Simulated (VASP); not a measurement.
# CrSn7Te8 (P1) in VASP: single point with PBEsol

Aim: the single point of CrSn7Te8 with PBEsol.

All numbers are computed with VASP 6.6.1; they aren't measurements. Logs are shortened: lines on timing, memory, paths and dates and some standing lists are left out, and cuts for length are marked.

### 1 The cell of the first run

The typed cell holds 16 atoms: a = 8.928 Å, b = 8.928 Å, c = 8.928 Å, α = 60.00°, β = 60.00°, γ = 60.00°.

### 2 Single point, PBEsol

Input file INCAR:

```
ALGO = Normal
EDIFF = 1E-6
ENCUT = 520
GGA = PS
ISIF = 2
ISMEAR = 0
LASPH = T
LCHARG = F
LREAL = Auto
LWAVE = F
NBANDS = 93
NELM = 100
PREC = Accurate
SIGMA = 0.05
```

Input file KPOINTS:

```
k-points
0
Gamma
  3 3 3
```

Input file POSCAR:

```
CrSn7Te8
1.0
    0.0000000000      6.3130000000      6.3130000000
    6.3130000000      0.0000000000      6.3130000000
    6.3130000000      6.3130000000      0.0000000000
Cr Sn Te
1 7 8
Direct
    0.0008467154      0.9986636730      0.0002187232
    0.0013297623      0.9989548648      0.4993339490
    0.0003726926      0.4998134076      0.9994956441
    0.0003766889      0.4994745909      0.5009679115
    0.5003617172      0.9990345238      0.0010481891
    0.5002783625      0.9995889485      0.4998176557
    0.5011908167      0.4993852418      0.9990403791
    0.5013490237      0.4985089050      0.5000613075
    0.2508253142      0.2495669281      0.2500859500
    0.2438877567      0.2422084259      0.7571963478
    0.2439683222      0.7563098633      0.2427106819
    0.2437741068      0.7564859035      0.7572606123
    0.7581769127      0.2421172722      0.2428823720
    0.7583710249      0.2419359760      0.7570314173
    0.7582038977      0.7564328591      0.2429638664
    0.7506337949      0.7497138146      0.7500368767
```

Potentials or basis: VASP PAW PBE potentials, release 64 (Cr_pv, Sn_d, Te).

Launch:

```bash
$ cat potpaw_PBE.64/Cr_pv/POTCAR potpaw_PBE.64/Sn_d/POTCAR potpaw_PBE.64/Te/POTCAR > POTCAR
$ mpirun -np 1 vasp_std > vasp.out
```

OUTCAR:

```text
EDIFF = 1E-6
   ENCUT = 520
   GGA = PS
   ISIF = 2
   ISMEAR = 0
   LASPH = T
   LREAL = Auto
   NELM = 100
   PREC = Accurate

 ion  position               nearest neighbor table
   1  0.001  0.999  0.000-  15 3.06  12 3.06  11 3.07  14 3.07  13 3.07  10 3.07
   2  0.001  0.999  0.499-  11 3.15  13 3.16  16 3.16   9 3.16  12 3.16  14 3.16
   3  0.000  0.500  0.999-  16 3.15  13 3.16  10 3.16  12 3.16  15 3.16   9 3.16
   4  0.000  0.499  0.501-  16 3.15  14 3.15  10 3.16  15 3.16  11 3.16   9 3.16
   5  0.500  0.999  0.001-  11 3.15   9 3.15  15 3.16  16 3.16  10 3.16  14 3.16
   6  0.500  1.000  0.500-   9 3.15  12 3.16  10 3.16  15 3.16  16 3.16  13 3.16
[... 8 lines left out ...]
  15  0.758  0.756  0.243-   1 3.06   5 3.16   6 3.16   3 3.16   4 3.16   8 3.25
  16  0.751  0.750  0.750-   3 3.15   4 3.15   7 3.16   2 3.16   5 3.16   6 3.16

  LATTYP: Found a face centered cubic cell.
 ALAT       =    12.6260000000

  Lattice vectors:

 A1 = (   0.0000000000,   6.3130000000,   6.3130000000)
 A2 = (   6.3130000000,   0.0000000000,   6.3130000000)
 A3 = (   6.3130000000,   6.3130000000,   0.0000000000)

Analysis of symmetry for initial positions (statically):
=====================================================================
 Subroutine PRICEL returns:
 Original cell was already a primitive cell.

 Routine SETGRP: Setting up the symmetry group for a
 face centered cubic supercell.

 Subroutine GETGRP returns: Found  1 space group operations
 (whereof  1 operations were pure point group operations)
 out of a pool of 48 trial point group operations.

The static configuration has the point symmetry C_1 .

Analysis of symmetry for dynamics (positions and initial velocities):
=====================================================================
 Subroutine PRICEL returns:
 Original cell was already a primitive cell.

 Routine SETGRP: Setting up the symmetry group for a
 face centered cubic supercell.

 Subroutine GETGRP returns: Found  1 space group operations
 (whereof  1 operations were pure point group operations)
 out of a pool of 48 trial point group operations.

The dynamic configuration has the point symmetry C_1 .

 Subroutine INISYM returns: Found  1 space group operations
 (whereof  1 operations are pure point group operations),
 and found     1 'primitive' translations

----------------------------------------------------------------------------------------

                                     Primitive cell

  volume of cell :     503.1962

  direct lattice vectors                    reciprocal lattice vectors
     0.000000000  6.313000000  6.313000000    -0.079201647  0.079201647  0.079201647
     6.313000000  0.000000000  6.313000000     0.079201647 -0.079201647  0.079201647
     6.313000000  6.313000000  0.000000000     0.079201647  0.079201647 -0.079201647

  length of vectors
     8.927930219  8.927930219  8.927930219     0.137181277  0.137181277  0.137181277

  position of ions in fractional coordinates (direct lattice)
     0.000846715  0.998663673  0.000218723
     0.001329762  0.998954865  0.499333949
     0.000372693  0.499813408  0.999495644
     0.000376689  0.499474591  0.500967911
     0.500361717  0.999034524  0.001048189
     0.500278362  0.999588948  0.499817656
[... 8 lines left out ...]
     0.758203898  0.756432859  0.242963866
     0.750633795  0.749713815  0.750036877

  ion indices of the primitive-cell ions
   primitive index   ion index
                 1           1
                 2           2
                 3           3
                 4           4
                 5           5
                 6           6
[... 8 lines left out ...]
                15          15
                16          16

----------------------------------------------------------------------------------------

 KPOINTS: k-points

Automatic generation of k-mesh.
 Grid dimensions read from file:
 generate k-points for:    3    3    3

 Generating k-lattice:

  Cartesian coordinates                     Fractional coordinates (reciprocal lattice)
    -0.026400549  0.026400549  0.026400549     0.333333333  0.000000000  0.000000000
     0.026400549 -0.026400549  0.026400549     0.000000000  0.333333333  0.000000000
     0.026400549  0.026400549 -0.026400549     0.000000000  0.000000000  0.333333333

  Length of vectors
     0.045727092  0.045727092  0.045727092

  Shift w.r.t. Gamma in fractional coordinates (k-lattice)
     0.000000000  0.000000000  0.000000000

 Subroutine IBZKPT returns following result:
 ===========================================

 Found     14 irreducible k-points:

 Following reciprocal coordinates:
            Coordinates               Weight
  0.000000  0.000000  0.000000      1.000000
  0.333333  0.000000  0.000000      2.000000
  0.000000  0.333333  0.000000      2.000000
  0.000000  0.000000  0.333333      2.000000
  0.333333  0.333333  0.333333      2.000000
  0.333333  0.333333  0.000000      2.000000
  0.000000  0.333333  0.333333      2.000000
  0.333333  0.000000  0.333333      2.000000
 -0.333333  0.333333  0.000000      2.000000
  0.000000 -0.333333  0.333333      2.000000
  0.333333  0.000000 -0.333333      2.000000
  0.333333  0.333333 -0.333333      2.000000
 -0.333333  0.333333 -0.333333      2.000000
  0.333333 -0.333333 -0.333333      2.000000
   k-points           NKPTS =     14   k-points in BZ     NKDIM =     14   number of bands    NBANDS=     93
   number of dos      NEDOS =    301   number of ions     NIONS =     16
   total plane-waves  NPLWV = 343000
   dimension x,y,z NGX =    70 NGY =   70 NGZ =   70
   dimension x,y,z NGXF=   140 NGYF=  140 NGZF=  140
   ions per type =               1   7   8
   NGX,Y,Z   is equivalent  to a cutoff of  13.03, 13.03, 13.03 a.u.
   NGXF,Y,Z  is equivalent  to a cutoff of  26.07, 26.07, 26.07 a.u.
 SYSTEM =  unknown system
   PREC   = accura    normal or accurate (medium, high low for compatibility)
   ISTART =      0    job   : 0-new  1-cont  2-samecut
   ICHARG =      2    charge: 1-file 2-atom 10-const
   ISPIN  =      1    spin polarized calculation?
   LNONCOLLINEAR =      F non collinear calculations
   LSORBIT =      F    spin-orbit coupling
   LASPH  =      T    aspherical Exc in radial PAW
   ENCUT  =  520.0 eV  38.22 Ry    6.18 a.u.  16.60 16.60 16.60*2*pi/ulx,y,z
   NELM   =    100;   NELMIN=  2; NELMDL= -5     # of ELM steps
   EDIFF  = 0.1E-05   stopping-criterion for ELM
   LREAL  =      T    real-space projection
   EDIFFG = 0.1E-04   stopping-criterion for IOM
   NSW    =      0    number of steps for IOM
   IBRION =     -1    ionic relax: 0-MD 1-quasi-New 2-CG
   NFREE  =      0    steps in history (QN), initial steepest desc. (CG)
   ISIF   =      2    stress and relaxation
   ISYM   =      2    0-nonsym 1-usesym 2-fastsym
   POTIM  = 0.5000    time-step for ionic-motion
   TEBEG  =    0.0;   TEEND  =   0.0 temperature during run
   PSTRESS=    0.0 pullay stress
   NELECT =     158.0000    total number of electrons
   NUPDOWN=      -1.0000    fix difference up-down
   EMIN   =  10.00;   EMAX   =-10.00  energy-range for DOS
   EFERMI =   0.00;   METHOD = LEGACY
   ISMEAR =     0;   SIGMA  =   0.05  broadening in eV -4-tet -1-fermi 0-gaus
   EFERMI_NEDOS =   21; number of points for ismear=-14 and -15
   IALGO  =     38    algorithm
   IMIX   =      4    mixing-type and parameters
     AMIX     =   0.40;   BMIX     =  1.00
     AMIX_MAG =   1.60;   BMIX_MAG =  1.00
  volume/ion in A,a.u.               =      31.45       212.23
  Fermi-wavevector in a.u.,A,eV,Ry     =   1.112708  2.102714 16.845648  1.238120
  Thomas-Fermi vector in A             =   2.249286
   LORBIT       =      0    0 simple, 1 ext, 2 COOP (PROOUT), +10 PAW based schemes
   GGA     = PS    functional components
   LHFCALC =     F    Hartree Fock is set to
   AEXX    =    0.0000 exact exchange contribution
   IVDW    =     0    specifies the selected vdW correction
   LEPSILON=     F    determine dielectric tensor
   LRPA    =     F    only Hartree local field effects (RPA)
 non-spin polarized calculation
 Gauss-broadening in eV      SIGMA  =   0.05
  energy-cutoff  :      520.00
  volume of cell :      503.20
 maximum number of plane-waves:     13574
 NGX is ok and might be reduce to    70
   NGX = 33   NGY = 33   NGZ = 33

 number of electron     158.0000010 magnetization

 Free energy of the ion-electron system (eV)
  ---------------------------------------------------
  ext. energy  EPLUGINS =         0.00000000
  ---------------------------------------------------
  free energy    TOTEN  =       -68.72716716 eV

  energy without entropy =      -68.66865718  energy(sigma->0) =      -68.69791217

 E-fermi :   6.4994     XC(G=0):  -9.5785

 val. band max:        6.4956025406   @ k =   0.0000   0.3333   0.3333
 cond. band min:       6.5238773057   @ k =   0.0000   0.0000   0.0000
 fundamental gap:      0.0282747651
 Fermi energy:         6.4994358891

 k-point     1 :       0.0000    0.0000    0.0000
  band No.  band energies     occupation
      1     -36.2883      2.00000
      2     -36.2852      2.00000
      3     -36.2840      2.00000
      4     -15.6099      2.00000
      5     -15.6098      2.00000
      6     -15.6009      2.00000
[... 83 lines left out ...]
     90       7.2908      0.00000
     91       7.2936      0.00000

 k-point     2 :       0.3333    0.0000    0.0000
  band No.  band energies     occupation
      1     -36.2883      2.00000
      2     -36.2852      2.00000
      3     -36.2840      2.00000
      4     -15.6098      2.00000
      5     -15.6097      2.00000
      6     -15.6009      2.00000
[... 1117 lines left out ...]
     90       8.4636      0.00000
     91       8.4909      0.00000

 k-point    14 :       0.3333   -0.3333   -0.3333
  band No.  band energies     occupation
      1     -36.2883      2.00000
      2     -36.2852      2.00000
      3     -36.2840      2.00000
      4     -15.6098      2.00000
      5     -15.6097      2.00000
      6     -15.6009      2.00000
[... 83 lines left out ...]
     90       8.4642      0.00000
     91       8.4909      0.00000
 [bands above 91 left out]

------------------------ aborting loop because EDIFF is reached ----------------------------------------

  FORCE on cell =-STRESS in cart. coord.  units (eV):
  Direction    XX          YY          ZZ          XY          YZ          ZX
  --------------------------------------------------------------------------------------
  -------------------------------------------------------------------------------------
  Total       -9.8535094     -9.9894080     -9.8041559     -0.0097937     -0.0085011      0.0103112
  in kB      -31.3735856    -31.8062868    -31.2164439     -0.0311832     -0.0270676      0.0328308
  external PRESSURE =     -31.4654388 kB  Pullay stress =       0.0000000 kB

 VOLUME and BASIS-vectors are now :
 -----------------------------------------------------------------------------
  energy-cutoff  :      520.00
  volume of cell :      503.20
      direct lattice vectors                 reciprocal lattice vectors
     0.000000000  6.313000000  6.313000000    -0.079201647  0.079201647  0.079201647
     6.313000000  0.000000000  6.313000000     0.079201647 -0.079201647  0.079201647
     6.313000000  6.313000000  0.000000000     0.079201647  0.079201647 -0.079201647

 POSITION                                       TOTAL-FORCE (eV/Angst)
 -----------------------------------------------------------------------------------
      6.30594      0.00673      6.30991        -0.007704      0.001803     -0.004583
      9.45870      3.16069      6.31480         0.006745     -0.005065      0.002422
      9.46514      6.31217      3.15767         0.009166      0.012934     -0.006200
      6.31579      3.16499      3.15556        -0.014149     -0.001012     -0.002282
      6.31352      3.16540      9.46569        -0.000037      0.001054      0.010114
      9.46575      6.31361      9.46866         0.002764     -0.002186      0.006297
[... 8 lines left out ...]
      6.30919      6.32037      9.56190        -0.000606      0.000861      0.742089
      9.46793      9.47373      9.47169        -0.002196      0.001318      0.001093
 -----------------------------------------------------------------------------------
    total drift:                                0.032334     -0.015623     -0.009865

  FREE ENERGIE OF THE ION-ELECTRON SYSTEM (eV)
  ---------------------------------------------------
  free  energy   TOTEN  =       -68.7271671609 eV

  energy  without entropy=      -68.6686571778  energy(sigma->0) =      -68.69791217
```

Wall time 72 min (1 thread of Intel Xeon 8259CL, shared host); peak memory 0.95 GiB.

What came out:

- Free energy: -68.7272 eV
- Pressure: -3.1 GPa
- Largest force: 0.742 eV/Å
- Band gap on the k mesh: zero (bands 79 and 80 overlap by 0.07 eV)

Forces on the atoms (eV/Å):
```
Cr  -0.008  0.002 -0.005
Sn   0.007 -0.005  0.002
Sn   0.009  0.013 -0.006
Sn  -0.014 -0.001 -0.002
Sn   0.000  0.001  0.010
Sn   0.003 -0.002  0.006
Sn   0.000  0.004 -0.010
Sn   0.000 -0.003 -0.002
Te   0.001 -0.007  0.000
Te  -0.001  0.002 -0.731
Te   0.000 -0.740 -0.002
Te   0.739 -0.003  0.000
Te  -0.734 -0.002 -0.001
Te   0.001  0.739 -0.002
Te  -0.001  0.001  0.742
Te  -0.002  0.001  0.001
```

Caveat: the cell stands under tension; the PAW data sets were made with another functional, which shifts forces and pressure a little; spin-orbit coupling is left out, which moves the levels of the heavy elements; the run has no spin polarisation, though such a crystal can be magnetic. Spin polarisation is off, so any magnetic state and its effect on volume and gap are missing.

The gap in the log of VASP goes by the Fermi energy; the results here count the filled bands.